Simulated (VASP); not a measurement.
# MnS (F-43m) in VASP: single point with PBE

Aim: the single point of MnS with PBE.

Program: VASP 6.6.1. These are calculated values, not measurements. Logs are shortened: lines on timing, memory, paths and dates and some standing lists are left out, and cuts for length are marked.

### 1 The cell of the first run

Symmetry: F-43m, No. 216, cubic system. Conventional cell: a = 5.600 Å, b = 5.600 Å, c = 5.600 Å, α = 90.00°, β = 90.00°, γ = 90.00°. Mn (site symmetry -43m) has 4 S at 2.42 Å within 3.2 Å. Within 3.2 Å of S (site symmetry -43m) lie 4 Mn at 2.42 Å.

### 2 Single point, PBE, collinear spin, ferromagnetic start

File INCAR:

```
SYSTEM = MnS
PREC     = Accurate       ! precision mode
ENCUT    = 520            ! plane-wave cutoff, eV
EDIFF    = 1E-7           ! SCF threshold, eV
ISMEAR   = 0              ! smearing method
SIGMA    = 0.05           ! smearing width, eV
LREAL    = .False.        ! projectors in reciprocal space
LASPH    = .True.         ! aspherical terms in the spheres
NELM     = 150            ! most SCF steps
ALGO     = Normal         ! electronic algorithm
ISIF     = 2              ! what is computed and relaxed
LWAVE    = .False.        ! write WAVECAR
LCHARG   = .False.        ! write CHGCAR
ISPIN    = 2              ! spin polarisation
MAGMOM   = 5 0            ! initial moments
LORBIT   = 11             ! projections on sites
LMAXMIX  = 4              ! l up to which the mixer works
GGA      = PE             ! functional
NBANDS   = 20             ! bands
```

File KPOINTS:

```
regular mesh
0
Gamma
  6 6 6
  0 0 0
```

File POSCAR:

```
MnS
1.0
    0.0000000000      2.8000000000      2.8000000000
    2.8000000000      0.0000000000      2.8000000000
    2.8000000000      2.8000000000      0.0000000000
Mn S
1 1
Direct
    0.0000000000      0.0000000000      0.0000000000
    0.7500000000      0.7500000000      0.7500000000
```

Potentials or basis: VASP PAW PBE potentials, release 64 (Mn_pv, S).

Launch:

```sh
$ cat potpaw_PBE.64/Mn_pv/POTCAR potpaw_PBE.64/S/POTCAR > POTCAR
$ mpirun -np 1 vasp_std > vasp.out
```

OUTCAR:

```text
SYSTEM = MnS
   PREC = Accurate
   ENCUT = 520
   EDIFF = 1E-7
   ISMEAR = 0
   LREAL = .False.
   LASPH = .True.
   NELM = 150
   ISIF = 2
   ISPIN = 2
   LORBIT = 11
   GGA = PE

 ion  position               nearest neighbor table
   1  0.000  0.000  0.000-   2 2.42   2 2.42   2 2.42   2 2.42
   2  0.750  0.750  0.750-   1 2.42   1 2.42   1 2.42   1 2.42

  LATTYP: Found a face centered cubic cell.
 ALAT       =     5.6000000000

  Lattice vectors:

 A1 = (   0.0000000000,   2.8000000000,   2.8000000000)
 A2 = (   2.8000000000,   0.0000000000,   2.8000000000)
 A3 = (   2.8000000000,   2.8000000000,   0.0000000000)

Analysis of symmetry for initial positions (statically):
=====================================================================
 Subroutine PRICEL returns:
 Original cell was already a primitive cell.

 Routine SETGRP: Setting up the symmetry group for a
 face centered cubic supercell.

 Subroutine GETGRP returns: Found 24 space group operations
 (whereof 24 operations were pure point group operations)
 out of a pool of 48 trial point group operations.

The static configuration has the point symmetry T_d .

Analysis of symmetry for dynamics (positions and initial velocities):
=====================================================================
 Subroutine PRICEL returns:
 Original cell was already a primitive cell.

 Routine SETGRP: Setting up the symmetry group for a
 face centered cubic supercell.

 Subroutine GETGRP returns: Found 24 space group operations
 (whereof 24 operations were pure point group operations)
 out of a pool of 48 trial point group operations.

The dynamic configuration has the point symmetry T_d .

Analysis of structural, dynamic, and magnetic symmetry:
=====================================================================
 Subroutine PRICEL returns:
 Original cell was already a primitive cell.

 Routine SETGRP: Setting up the symmetry group for a
 face centered cubic supercell.

 Subroutine GETGRP returns: Found 24 space group operations
 (whereof 24 operations were pure point group operations)
 out of a pool of 48 trial point group operations.

The overall configuration has the point symmetry T_d .

 Subroutine INISYM returns: Found 24 space group operations
 (whereof 24 operations are pure point group operations),
 and found     1 'primitive' translations

[... 102 lines left out ...]
   IALGO  =     38    algorithm
   IMIX   =      4    mixing-type and parameters
     AMIX     =   0.40;   BMIX     =  1.00
     AMIX_MAG =   1.60;   BMIX_MAG =  1.00
  volume/ion in A,a.u.               =      21.95       148.14
  Fermi-wavevector in a.u.,A,eV,Ry     =   1.238297  2.340041 20.862879  1.533378
  Thomas-Fermi vector in A             =   2.372828
   LORBIT       =     11    0 simple, 1 ext, 2 COOP (PROOUT), +10 PAW based schemes
   GGA     = PE    functional components
   LHFCALC =     F    Hartree Fock is set to
   AEXX    =    0.0000 exact exchange contribution
   IVDW    =     0    specifies the selected vdW correction
   LEPSILON=     F    determine dielectric tensor
   LRPA    =     F    only Hartree local field effects (RPA)
 spin polarized calculation
 Gauss-broadening in eV      SIGMA  =   0.05
  energy-cutoff  :      520.00
  volume of cell :       43.90
 maximum number of plane-waves:      1243
 NGX is ok and might be reduce to    30
   NGX = 15   NGY = 15   NGZ = 15

 number of electron      18.9999987 magnetization       4.9321423

 Free energy of the ion-electron system (eV)
  ---------------------------------------------------
  ext. energy  EPLUGINS =         0.00000000
  ---------------------------------------------------
  free energy    TOTEN  =       -14.08019286 eV

  energy without entropy =      -14.07831059  energy(sigma->0) =      -14.07925173

 E-fermi :   4.5268     XC(G=0):  -9.3131

 val. band max:        4.5051466619   @ k =   0.1667   0.0000   0.0000
 cond. band min:       4.5277491382   @ k =   0.5000   0.5000   0.0000
 fundamental gap:      0.0226024762
 Fermi energy:         4.5267666129

 spin component 1

 k-point     1 :       0.0000    0.0000    0.0000
  band No.  band energies     occupation
      1     -46.2450      1.00000
      2     -46.2450      1.00000
      3     -46.2450      1.00000
      4      -9.3875      1.00000
      5      -0.3592      1.00000
      6      -0.3592      1.00000
[... 344 lines left out ...]
      6      -0.1685      1.00000
[... 12 lines left out ...]
     19      17.3055      0.00000
     20      17.5666      0.00000
 Fermi energy:         4.5267666129

 spin component 2

 k-point     1 :       0.0000    0.0000    0.0000
  band No.  band energies     occupation
      1     -41.6488      1.00000
      2     -41.6488      1.00000
      3     -41.6488      1.00000
      4      -9.0731      1.00000
      5       1.2161      1.00000
      6       1.2161      1.00000
[... 357 lines left out ...]
     19      17.9492      0.00000
     20      18.1306      0.00000

------------------------ aborting loop because EDIFF is reached ----------------------------------------

  FORCE on cell =-STRESS in cart. coord.  units (eV):
  Direction    XX          YY          ZZ          XY          YZ          ZX
  --------------------------------------------------------------------------------------
  -------------------------------------------------------------------------------------
  Total        0.3298342      0.3298342      0.3298342      0.0000000      0.0000000     -0.0000000
  in kB       12.0365548     12.0365548     12.0365548      0.0000000      0.0000000     -0.0000000
  external PRESSURE =      12.0365548 kB  Pullay stress =       0.0000000 kB

 VOLUME and BASIS-vectors are now :
 -----------------------------------------------------------------------------
  energy-cutoff  :      520.00
  volume of cell :       43.90
      direct lattice vectors                 reciprocal lattice vectors
     0.000000000  2.800000000  2.800000000    -0.178571429  0.178571429  0.178571429
     2.800000000  0.000000000  2.800000000     0.178571429 -0.178571429  0.178571429
     2.800000000  2.800000000  0.000000000     0.178571429  0.178571429 -0.178571429

 POSITION                                       TOTAL-FORCE (eV/Angst)
 -----------------------------------------------------------------------------------
      0.00000      0.00000      0.00000         0.000000      0.000000      0.000000
      4.20000      4.20000      4.20000        -0.000000     -0.000000     -0.000000
 -----------------------------------------------------------------------------------
    total drift:                                0.000000      0.000000      0.000000

  FREE ENERGIE OF THE ION-ELECTRON SYSTEM (eV)
  ---------------------------------------------------
  free  energy   TOTEN  =       -14.0801928607 eV

  energy  without entropy=      -14.0783105925  energy(sigma->0) =      -14.07925173

 total charge

# of ion       s       p       d       tot
------------------------------------------
    1        0.261   6.212   4.902  11.375
    2        1.314   2.451   0.000   3.765
--------------------------------------------------
tot          1.575   8.663   4.902  15.140

 magnetization (x)

# of ion       s       p       d       tot
------------------------------------------
    1        0.049   0.066   4.220   4.335
    2        0.011   0.079   0.000   0.090
--------------------------------------------------
tot          0.060   0.145   4.220   4.425
```

Run time: 28 s. Hardware: 1 thread of AMD EPYC 7R43 (Zen 3), shared host; peak memory 0.15 GiB.

What came out:

```
Free energy                                           : -14.0802 eV
Pressure                                              : 1.2 GPa
Net moment                                            : 4.93 μB per cell
Site moments                                          : Mn +4.33; S +0.09 μB
Valence electrons inside the program's atomic spheres : Mn 11.38; S 3.77
```

Caveat: a cell with one magnetic atom can't hold antiferromagnetic order, which such compounds often take; semilocal functionals often make such compounds metallic where correlation or magnetic order opens a gap, which also shifts bond lengths.
